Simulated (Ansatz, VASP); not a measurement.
# Sb: VASP beside Ansatz

Contents of INCAR:

```
SYSTEM = Sb
ALGO = Normal
EDIFF = 1E-7
ENCUT = 520
GGA = PE
ISIF = 2
ISMEAR = -1
LASPH = .True.
LCHARG = .False.
LREAL = .False.
LWAVE = .False.
NBANDS = 12
NELM = 100
PREC = Accurate
SIGMA = 0.1
```

Contents of KPOINTS:

```
k-points
0
Gamma
  12 12 7
  0 0 0
```

POSCAR

```
Sb
1.0
    3.4130813492      0.0000000000      0.0000000000
   -1.7065406746      2.9558151536      0.0000000000
    0.0000000000      0.0000000000      5.6517702033
Sb
2
Direct
    0.3333333333      0.6666666667      0.2500000000
    0.6666666667      0.3333333333      0.7500000000
```

Input for Ansatz:

```yaml
crystal:
  lattice:
    - [3.4130813492, 0.0, 0.0]
    - [-1.7065406746, 2.9558151536, 0.0]
    - [0.0, 0.0, 5.6517702033]
  atoms:
    - { symbol: Sb, position: [0.3333333333, 0.6666666667, 0.25] }
    - { symbol: Sb, position: [0.6666666667, 0.3333333333, 0.75] }
hamiltonian:
  xc: pbe
  pseudopotentials:
    kind: paw
    azcp:
      Sb: "pseudopotentials/Sb.paw.azcp"
basis:
  ecutwfc: 420
  fft_grid_basis: typed
kpoints:
  mp_grid: { grid: [12, 12, 7], shift: [0, 0, 0] }
magnetization:
  spin_polarized: false
scf:
  occupations: { method: fermi_dirac, width: 0.1 }
  lower_state_search: "off"
output:
  stress: true
```

Alike in both runs: task single point; functional PBE; k mesh 12 × 12 × 7; occupations fermi-dirac, width 0.1 eV; no spin polarisation.

|  | VASP | Ansatz |
| --- | --- | --- |
| version | VASP 6.6.1 | Ansatz 0.2.0 |
| potentials or method | VASP PAW PBE potentials, release 64 (Sb), cutoff 520 eV | plane waves (420 eV) with PAW, scalar-relativistic |
| valence electrons in the cell | 10 | 30 |

|  | VASP | Ansatz | Ansatz less VASP |
| --- | --- | --- | --- |
| pressure (GPa) | -2.1 | -1.9 | +0.13 |
| traceless stress, the component that is largest in VASP (GPa) | 0.09 | 0.10 | +0.006 |

The functional is the same, so the differences come from potentials, cutoffs and numerics. VASP's potentials hold 10 valence electrons a cell and Ansatz's 30, so a difference there can come from the potentials and not from the codes.

Spin-orbit coupling is off throughout.
